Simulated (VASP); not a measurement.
Input of a VASP 6.6.1 run:

INCAR

```
SYSTEM = LiCl
  ALGO = Normal
  EDIFF = 1E-6
  ENCUT = 520
  GGA = PE
  ISIF = 2
  ISMEAR = 0
  LASPH = .True.
  LCHARG = .False.
  LREAL = .False.
  LWAVE = .False.
  NBANDS = 12
  NELM = 60
  PREC = Accurate
  SIGMA = 0.01
```

The input KPOINTS:

```
k-points
0
Gamma
  6 6 6
  0 0 0
```

File POSCAR:

```
LiCl
1.0
    0.0000000000      2.7330425290      2.7330425290
    2.7330425290      0.0000000000      2.7330425290
    2.7330425290      2.7330425290      0.0000000000
Li Cl
1 1
Direct
    0.0000000000      0.0000000000      0.0000000000
    0.2500000000      0.2500000000      0.2500000000
```

Potentials or basis: VASP PAW PBE potentials, release 64 (Li_sv, Cl).

The run is started by

```bash
$ cat potpaw_PBE.64/Li_sv/POTCAR potpaw_PBE.64/Cl/POTCAR > POTCAR
$ mpirun -np 1 vasp_std > vasp.out
```

(1) Predict the band gap on the k mesh.

Answers

(1) 6.06 eV, direct.
